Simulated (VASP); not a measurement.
Wanted: the native input for a VASP 6.6.1 run.

```yaml
Task: single point
Functional: PBEsol
Potentials_or_basis: VASP PAW PBE potentials, release 64 (Sn_d, Te)
Cutoff: 520 eV
k_mesh: 10 × 10 × 10
Occupations: gaussian, width 0.01 eV
Spin: no spin polarisation
Dipole_correction: no
Further_INCAR_settings: ALGO = Normal; EDIFF = 1e-06; NBANDS = 17
```

The structure of SnTe lies in POSCAR:

```
SnTe
1.0
    3.1285142236      3.1285142236      0.0000000000
   -3.1285142236      3.1285142236      0.0000000000
    0.0000000000      3.1285142236      3.1536681068
Sn Te
1 1
Direct
    0.0000000000      0.0000000000      0.0000000000
    0.5000000000      0.5000000000      0.0000000000
```

This cell differs from its parent crystal: in-plane strain -0.005.

The input as run:

INCAR

```
  PREC = Accurate
  ENCUT = 520
  EDIFF = 1E-6
  ISMEAR = 0
  SIGMA = 0.01
  LREAL = F
  LASPH = T
  NELM = 100
  ALGO = Normal
  ISIF = 2
  LWAVE = F
  LCHARG = T
  GGA = PS
  LELF = T
  LVHAR = T
  NBANDS = 17
```

KPOINTS

```
Automatic mesh
0
Gamma
  10 10 10
```

Potentials or basis: VASP PAW PBE potentials, release 64 (Sn_d, Te).

Command:

```bash
$ cat potpaw_PBE.64/Sn_d/POTCAR potpaw_PBE.64/Te/POTCAR > POTCAR
$ mpirun -np 1 vasp_std > vasp.out
```

Results of the run:

| Quantity | Value |
| --- | --- |
| Pressure | 0.3 GPa |
| Band gap on the k mesh | 0.19 eV |

Caveat: the cell differs from its parent crystal (in-plane strain -0.005); the PAW data sets were made with another functional, which shifts forces and pressure a little; spin-orbit coupling is left out, which moves the levels of the heavy elements.

Wall time 2.1 min on 1 thread of Intel(R) Xeon(R) Platinum 8259CL CPU @ 2.50GHz (Skylake/Cascade Lake), on a shared host, peak memory 0.27 GiB.
